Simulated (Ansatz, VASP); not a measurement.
## CaO: VASP beside Ansatz

```xyz
2
Lattice="0.0000 2.4970 2.4970 2.4970 0.0000 2.4970 2.4970 2.4970 0.0000" Properties=species:S:1:pos:R:3 pbc="T T T"
Ca    0.0000    0.0000    0.0000
O     2.4970    2.4970    2.4970
```

Change from the starting cell: volume scaled by 1.06.

Alike in both runs: task single point; functional PBE; k mesh 11 × 11 × 11; occupations fermi-dirac, width 0.02 eV; no spin polarisation.

|  | VASP | Ansatz |
| --- | --- | --- |
| version | VASP 6.6.1 | Ansatz 0.2.0 |
| potentials or method | VASP PAW PBE potentials, release 64 (Ca_sv, O), cutoff 520 eV | all-electron LAPW, scalar-relativistic |

```csv
,VASP,Ansatz,Ansatz less VASP
gap on the k mesh at the Fermi level (eV),3.67,3.68,+0.012
pressure (GPa),-8.1,-8.5,-0.34
```

Ansatz ran all-electron here, and VASP with PAW potentials.
